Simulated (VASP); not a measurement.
Set up this calculation in VASP 6.6.1, as the native input.

* Task: single point
* Functional: PBEsol
* Potentials or basis: VASP PAW PBE potentials, release 64 (Mo_sv, S)
* Cutoff: 520 eV
* k mesh: 10 × 10 × 2
* Occupations: fermi-dirac, width 0.05 eV
* Spin: no spin polarisation
* Dipole correction: no
* Further INCAR settings: ALGO = Normal; EDIFF = 1e-07; NBANDS = 20

The structure of MoS2 lies in POSCAR:

```
MoS2
1.0
    3.2260272831      0.0000000000      0.0000000000
   -1.6130136416      2.7938215805      0.0000000000
    0.0000000000      0.0000000000     17.5627129508
Mo S
1 2
Direct
    0.0000000000      0.0000000000      0.0000000000
    0.3333333333      0.6666666667      0.9105070200
    0.3333333333      0.6666666667      0.0894929800
```

One way to write it, as run:

INCAR

```
ALGO = Normal
EDIFF = 1E-7
ENCUT = 520
GGA = PS
ISIF = 2
ISMEAR = -1
LASPH = T
LCHARG = T
LELF = T
LREAL = F
LVHAR = T
LWAVE = F
NBANDS = 20
NELM = 80
PREC = Accurate
SIGMA = 0.05
```

KPOINTS

```
k-points
0
Gamma
  10 10 2
```

Potentials or basis: VASP PAW PBE potentials, release 64 (Mo_sv, S).

The run is started by

```bash
$ cat potpaw_PBE.64/Mo_sv/POTCAR potpaw_PBE.64/S/POTCAR > POTCAR
$ mpirun -np 1 vasp_std > vasp.out
```

Results of the run:

```yaml
Largest_force: 0.752 eV/Å
Band_gap_on_the_k_mesh: 1.64 eV, indirect (least direct gap 1.83 eV)
```

Caveat: the PAW data sets were made with another functional, which shifts forces and pressure a little.

Wall time 83 s on 1 thread of Intel(R) Xeon(R) Platinum 8488C (Sapphire Rapids) (shared host), peak memory 0.3 GiB.
